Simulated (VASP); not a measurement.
# Zn (Fm-3m) in VASP: further runs

The runs below take Zn through single point, with PBE.

Program: VASP 6.6.1. These are calculated values, not measurements. Logs are shortened: lines on timing, memory, paths and dates and some standing lists are left out, and cuts for length are marked.

## (1) The cell of the first run

The structure is cubic, space group Fm-3m (No. 225). Conventional cell: a = 4.034 Å, b = 4.034 Å, c = 4.034 Å, α = 90.00°, β = 90.00°, γ = 90.00°. Zn (site symmetry m-3m) has 12 Zn at 2.85 Å within 3.8 Å.

## (2) Single point, PBE (volume scaled by 1.08)

INCAR

```
PREC     = Accurate       # precision mode
ENCUT    = 520            # plane-wave cutoff, eV
EDIFF    = 1E-7           # SCF threshold, eV
ISMEAR   = -1             # smearing method
SIGMA    = 0.1            # smearing width, eV
LREAL    = False          # projectors in reciprocal space
LASPH    = True           # aspherical terms in the spheres
NELM     = 60             # most SCF steps
ALGO     = Normal         # electronic algorithm
ISIF     = 2              # what is computed and relaxed
LWAVE    = False          # write WAVECAR
LCHARG   = False          # write CHGCAR
GGA      = PE             # functional
NBANDS   = 12             # bands
```

KPOINTS

```
regular mesh
0
Gamma
  15 15 15
```

POSCAR

```
Zn
1.0
    0.0000000000      2.0167721236      2.0167721236
    2.0167721236      0.0000000000      2.0167721236
    2.0167721236      2.0167721236      0.0000000000
Zn
1
Direct
    0.0000000000      0.0000000000      0.0000000000
```

Potentials or basis: VASP PAW PBE potentials, release 64 (Zn).

On the command line:

```console
> cat potpaw_PBE.64/Zn/POTCAR > POTCAR
> mpirun -np 1 vasp_std > vasp.out
```

OUTCAR:

```text
PREC = Accurate
   ENCUT = 520
   EDIFF = 1E-7
   ISMEAR = -1
   LREAL = False
   LASPH = True
   NELM = 60
   ISIF = 2
   GGA = PE

 ion  position               nearest neighbor table
   1  0.000  0.000  0.000-

  LATTYP: Found a face centered cubic cell.
 ALAT       =     4.0335442472

  Lattice vectors:

 A1 = (   0.0000000000,   2.0167721236,   2.0167721236)
 A2 = (   2.0167721236,   0.0000000000,   2.0167721236)
 A3 = (   2.0167721236,   2.0167721236,   0.0000000000)

Analysis of symmetry for initial positions (statically):
=====================================================================
 Subroutine PRICEL returns:
 Original cell was already a primitive cell.

 Routine SETGRP: Setting up the symmetry group for a
 face centered cubic supercell.

 Subroutine GETGRP returns: Found 48 space group operations
 (whereof 48 operations were pure point group operations)
 out of a pool of 48 trial point group operations.

The static configuration has the point symmetry O_h .

Analysis of symmetry for dynamics (positions and initial velocities):
=====================================================================
 Subroutine PRICEL returns:
 Original cell was already a primitive cell.

 Routine SETGRP: Setting up the symmetry group for a
 face centered cubic supercell.

 Subroutine GETGRP returns: Found 48 space group operations
 (whereof 48 operations were pure point group operations)
 out of a pool of 48 trial point group operations.

The dynamic configuration has the point symmetry O_h .

 Subroutine INISYM returns: Found 48 space group operations
 (whereof 48 operations are pure point group operations),
 and found     1 'primitive' translations

----------------------------------------------------------------------------------------

                                     Primitive cell

  volume of cell :      16.4059

  direct lattice vectors                    reciprocal lattice vectors
     0.000000000  2.016772124  2.016772124    -0.247920920  0.247920920  0.247920920
     2.016772124  0.000000000  2.016772124     0.247920920 -0.247920920  0.247920920
     2.016772124  2.016772124  0.000000000     0.247920920  0.247920920 -0.247920920

  length of vectors
     2.852146489  2.852146489  2.852146489     0.429411629  0.429411629  0.429411629

  position of ions in fractional coordinates (direct lattice)
     0.000000000  0.000000000  0.000000000

  ion indices of the primitive-cell ions
   primitive index   ion index
                 1           1

----------------------------------------------------------------------------------------

 KPOINTS: regular mesh

Automatic generation of k-mesh.
 Grid dimensions read from file:
 generate k-points for:   15   15   15

 Generating k-lattice:

  Cartesian coordinates                     Fractional coordinates (reciprocal lattice)
    -0.016528061  0.016528061  0.016528061     0.066666667  0.000000000  0.000000000
     0.016528061 -0.016528061  0.016528061     0.000000000  0.066666667  0.000000000
     0.016528061  0.016528061 -0.016528061     0.000000000  0.000000000  0.066666667

  Length of vectors
     0.028627442  0.028627442  0.028627442

  Shift w.r.t. Gamma in fractional coordinates (k-lattice)
     0.000000000  0.000000000  0.000000000

 Subroutine IBZKPT returns following result:
 ===========================================

 Found    120 irreducible k-points:

 Following reciprocal coordinates:
            Coordinates               Weight
  0.000000  0.000000  0.000000      1.000000
  0.066667  0.000000  0.000000      8.000000
  0.133333  0.000000  0.000000      8.000000
  0.200000  0.000000  0.000000      8.000000
  0.266667  0.000000  0.000000      8.000000
  0.333333  0.000000  0.000000      8.000000
[... 16 lines left out ...]
  0.133333  0.133333  0.000000      6.000000
  0.200000  0.133333  0.000000     24.000000
 [... further k-points ...]
   k-points           NKPTS =    120   k-points in BZ     NKDIM =    120   number of bands    NBANDS=     12
   number of dos      NEDOS =    301   number of ions     NIONS =      1
   total plane-waves  NPLWV =  13824
   dimension x,y,z NGX =    24 NGY =   24 NGZ =   24
   dimension x,y,z NGXF=    48 NGYF=   48 NGZF=   48
   ions per type =               1
   NGX,Y,Z   is equivalent  to a cutoff of  13.99, 13.99, 13.99 a.u.
   NGXF,Y,Z  is equivalent  to a cutoff of  27.98, 27.98, 27.98 a.u.
 SYSTEM =  unknown system
   PREC   = accura    normal or accurate (medium, high low for compatibility)
   ISTART =      0    job   : 0-new  1-cont  2-samecut
   ICHARG =      2    charge: 1-file 2-atom 10-const
   ISPIN  =      1    spin polarized calculation?
   LNONCOLLINEAR =      F non collinear calculations
   LSORBIT =      F    spin-orbit coupling
   LASPH  =      T    aspherical Exc in radial PAW
   ENCUT  =  520.0 eV  38.22 Ry    6.18 a.u.   5.30  5.30  5.30*2*pi/ulx,y,z
   NELM   =     60;   NELMIN=  2; NELMDL= -5     # of ELM steps
   EDIFF  = 0.1E-06   stopping-criterion for ELM
   LREAL  =      F    real-space projection
   EDIFFG = 0.1E-05   stopping-criterion for IOM
   NSW    =      0    number of steps for IOM
   IBRION =     -1    ionic relax: 0-MD 1-quasi-New 2-CG
   NFREE  =      0    steps in history (QN), initial steepest desc. (CG)
   ISIF   =      2    stress and relaxation
   ISYM   =      2    0-nonsym 1-usesym 2-fastsym
   POTIM  = 0.5000    time-step for ionic-motion
   TEBEG  =    0.0;   TEEND  =   0.0 temperature during run
   PSTRESS=    0.0 pullay stress
   NELECT =      12.0000    total number of electrons
   NUPDOWN=      -1.0000    fix difference up-down
   EMIN   =  10.00;   EMAX   =-10.00  energy-range for DOS
   EFERMI =   0.00;   METHOD = LEGACY
   ISMEAR =    -1;   SIGMA  =   0.10  broadening in eV -4-tet -1-fermi 0-gaus
   EFERMI_NEDOS =   21; number of points for ismear=-14 and -15
   IALGO  =     38    algorithm
   IMIX   =      4    mixing-type and parameters
     AMIX     =   0.40;   BMIX     =  1.00
     AMIX_MAG =   1.60;   BMIX_MAG =  1.00
  volume/ion in A,a.u.               =      16.41       110.71
  Fermi-wavevector in a.u.,A,eV,Ry     =   1.475033  2.787408 29.602502  2.175722
  Thomas-Fermi vector in A             =   2.589732
   LORBIT       =      0    0 simple, 1 ext, 2 COOP (PROOUT), +10 PAW based schemes
   GGA     = PE    functional components
   LHFCALC =     F    Hartree Fock is set to
   AEXX    =    0.0000 exact exchange contribution
   IVDW    =     0    specifies the selected vdW correction
   LEPSILON=     F    determine dielectric tensor
   LRPA    =     F    only Hartree local field effects (RPA)
 non-spin polarized calculation
  energy-cutoff  :      520.00
  volume of cell :       16.41
 maximum number of plane-waves:       459
 NGX is ok and might be reduce to    24
   NGX = 11   NGY = 11   NGZ = 11

 number of electron      11.9999992 magnetization

 Free energy of the ion-electron system (eV)
  ---------------------------------------------------
  ext. energy  EPLUGINS =         0.00000000
  ---------------------------------------------------
  free energy    TOTEN  =        -1.07194861 eV

  energy without entropy =       -1.06068281  energy(sigma->0) =       -1.06631571

 E-fermi :   2.4911     XC(G=0): -11.1725

 val. band max:        2.4058406358   @ k =   0.4667   0.0667   0.0000
 cond. band min:       2.5534649300   @ k =  -0.4667   0.2000   0.0000
 fundamental gap:      0.1476242942
 Fermi energy:         2.4911056654

 k-point     1 :       0.0000    0.0000    0.0000
  band No.  band energies     occupation
      1      -7.1999      2.00000
      2      -4.8816      2.00000
      3      -4.8816      2.00000
      4      -4.8816      2.00000
      5      -4.5553      2.00000
      6      -4.5553      2.00000
      7      19.7477      0.00000
      8      19.7477      0.00000
      9      19.7477      0.00000
     10      20.8559      0.00000
     11      22.6391      0.00000
     12      22.6391      0.00000

 k-point     2 :       0.0667    0.0000    0.0000
  band No.  band energies     occupation
      1      -7.0730      2.00000
      2      -4.8905      2.00000
      3      -4.8684      2.00000
      4      -4.8684      2.00000
      5      -4.5589      2.00000
      6      -4.5589      2.00000
      7      17.7166      0.00000
      8      19.3715      0.00000
      9      19.3715      0.00000
     10      20.5265      0.00000
     11      23.2259      0.00000
     12      23.2259      0.00000

 k-point     3 :       0.1333    0.0000    0.0000
  band No.  band energies     occupation
      1      -6.7016      2.00000
      2      -4.9052      2.00000
      3      -4.8369      2.00000
      4      -4.8369      2.00000
      5      -4.5628      2.00000
      6      -4.5628      2.00000
      7      14.6318      0.00000
      8      18.6837      0.00000
      9      18.6837      0.00000
     10      20.3582      0.00000
     11      24.5052      0.00000
     12      24.5052      0.00000
[... 286 lines left out ...]
 k-point    23 :       0.1333    0.1333    0.0000
  band No.  band energies     occupation
      1      -6.5360      2.00000
      2      -4.9679      2.00000
      3      -4.7909      2.00000
      4      -4.7909      2.00000
      5      -4.6203      2.00000
      6      -4.5168      2.00000
      7      16.4022      0.00000
      8      16.4022      0.00000
      9      17.9889      0.00000
     10      18.0841      0.00000
     11      21.6487      0.00000
     12      26.8885      0.00000

 k-point    24 :       0.2000    0.1333    0.0000
  band No.  band energies     occupation
      1      -6.1142      2.00000
      2      -5.0056      2.00000
      3      -4.7584      2.00000
      4      -4.7483      2.00000
      5      -4.5987      2.00000
      6      -4.4941      2.00000
      7      13.9340      0.00000
      8      15.5543      0.00000
      9      17.4202      0.00000
     10      18.8436      0.00000
     11      19.9399      0.00000
     12      26.7193      0.00000

 [... further k-points ...]

------------------------ aborting loop because EDIFF is reached ----------------------------------------

  FORCE on cell =-STRESS in cart. coord.  units (eV):
  Direction    XX          YY          ZZ          XY          YZ          ZX
  --------------------------------------------------------------------------------------
  -------------------------------------------------------------------------------------
  Total       -0.4312595     -0.4312595     -0.4312595      0.0000000     -0.0000000     -0.0000000
  in kB      -42.1161595    -42.1161595    -42.1161595      0.0000000     -0.0000000     -0.0000000
  external PRESSURE =     -42.1161595 kB  Pullay stress =       0.0000000 kB

 VOLUME and BASIS-vectors are now :
 -----------------------------------------------------------------------------
  energy-cutoff  :      520.00
  volume of cell :       16.41
      direct lattice vectors                 reciprocal lattice vectors
     0.000000000  2.016772124  2.016772124    -0.247920920  0.247920920  0.247920920
     2.016772124  0.000000000  2.016772124     0.247920920 -0.247920920  0.247920920
     2.016772124  2.016772124  0.000000000     0.247920920  0.247920920 -0.247920920

 POSITION                                       TOTAL-FORCE (eV/Angst)
 -----------------------------------------------------------------------------------
      0.00000      0.00000      0.00000        -0.000000     -0.000000     -0.000000
 -----------------------------------------------------------------------------------
    total drift:                               -0.000000      0.000000      0.000000

  FREE ENERGIE OF THE ION-ELECTRON SYSTEM (eV)
  ---------------------------------------------------
  free  energy   TOTEN  =        -1.0719486128 eV

  energy  without entropy=       -1.0606828136  energy(sigma->0) =       -1.06631571
```

It took 12 s on 1 thread of Intel Xeon Platinum 8559C (Emerald Rapids), shared host; peak memory 0.15 GiB.

Results:

```yaml
Free_energy: -1.0719 eV
Pressure: -4.2 GPa
Band_gap_on_the_k_mesh: zero (band 6 reaches 4.24 eV, above the bottom of band 7 at 1.22 eV)
```

Levels at points of the mesh, in eV from the Fermi level:
| k point | band 3 | band 4 | band 5 | band 6 | band 7 | band 8 | band 9 | band 10 |
| --- | --- | --- | --- | --- | --- | --- | --- | --- |
| (0.00, 0.00, 0.00) | -7.37 | -7.37 | -7.05 | -7.05 | 17.26 | 17.26 | 17.26 | 18.36 |

Caveat: the cell differs from its parent crystal (volume scaled by 1.08).

## (3) Single point, PBE (volume scaled by 1.12)

INCAR

```
SYSTEM = Zn
PREC = Accurate
ENCUT = 520
EDIFF = 1E-7
ISMEAR = -1
SIGMA = 0.1
LREAL = .FALSE.
LASPH = .TRUE.
NELM = 60
ALGO = Normal
ISIF = 2
LWAVE = .FALSE.
LCHARG = .FALSE.
GGA = PE
NBANDS = 12
```

KPOINTS

```
regular mesh
0
G
  15 15 15
  0 0 0
```

POSCAR

```
Zn
1.0
    0.0000000000      2.0413693298      2.0413693298
    2.0413693298      0.0000000000      2.0413693298
    2.0413693298      2.0413693298      0.0000000000
Zn
1
Direct
    0.0000000000      0.0000000000      0.0000000000
```

Potentials or basis: VASP PAW PBE potentials, release 64 (Zn).

On the command line:

```console
> cat potpaw_PBE.64/Zn/POTCAR > POTCAR
> mpirun -np 1 vasp_std > vasp.out
```

Run time: 12 s. Hardware: 1 thread of Intel Xeon Platinum 8559C (Emerald Rapids), shared host; peak memory 0.15 GiB.

The run converged. Its results:

```
Free energy            : -1.0531 eV
Pressure               : -5.6 GPa
Band gap on the k mesh : zero (band 6 reaches 3.93 eV, above the bottom of band 7 at 0.95 eV)
```

Levels at points of the mesh, in eV from the Fermi level:
```
           k point  band 4  band 5  band 6  band 7  band 8  band 9
(0.00, 0.00, 0.00)   -7.29   -6.98   -6.98   16.78   16.78   16.78
```

Caveat: the cell differs from its parent crystal (volume scaled by 1.12).

## (4) Single point, PBE

This run uses another cell than the first one, of 15.19 Å³/atom, 0.926 times its volume.

INCAR

```
SYSTEM = Zn
PREC = Accurate ; ENCUT = 520
EDIFF = 1E-6 ; ISMEAR = -1
SIGMA = 0.1 ; LREAL = .False.
LASPH = .True. ; NELM = 60
ALGO = Normal ; ISIF = 2
LWAVE = .False. ; LCHARG = .False.
GGA = PE ; NBANDS = 12
```

KPOINTS

```
regular mesh
0
Gamma
  23 23 23
  0 0 0
```

POSCAR

```
Zn
1.0
    0.0000000000      1.9656924878      1.9656924878
    1.9656924878      0.0000000000      1.9656924878
    1.9656924878      1.9656924878      0.0000000000
Zn
1
Direct
    0.0000000000      0.0000000000      0.0000000000
```

On the command line:

```console
> cat potpaw_PBE.64/Zn/POTCAR > POTCAR
> mpirun -np 1 vasp_std > vasp.out
```

It took 27 s on 1 thread of Intel Xeon Platinum 8559C (Emerald Rapids), shared host; peak memory 0.18 GiB.

It converged, with:

```yaml
Free_energy: -1.0904 eV
Pressure: 0.3 GPa
Band_gap_on_the_k_mesh: zero (band 6 reaches 5.10 eV, above the bottom of band 7 at 1.76 eV)
```

Levels at points of the mesh, in eV from the Fermi level:
| k point | band 4 | band 5 | band 6 | band 7 | band 8 | band 9 |
| --- | --- | --- | --- | --- | --- | --- |
| (0.00, 0.00, 0.00) | -7.61 | -7.23 | -7.23 | 18.26 | 18.26 | 18.26 |

## (5) Overview

```tsv
cell	k mesh	gap on the mesh (eV)	pressure (GPa)
a = 2.852 Å, angles 60.0°, 1 atom	15 × 15 × 15	none	-4.2
a = 2.887 Å, angles 60.0°, 1 atom	15 × 15 × 15	none	-5.6
a = 2.780 Å, angles 60.0°, 1 atom	23 × 23 × 23	none	0.3
```

Alike in all rows: task single point; level PBE; potentials or basis VASP PAW PBE potentials, release 64 (Zn); no spin polarisation; cutoff (eV) 520; smearing fermi-dirac 0.1 eV.

Absolute energies hang on the potentials; compare differences alone.
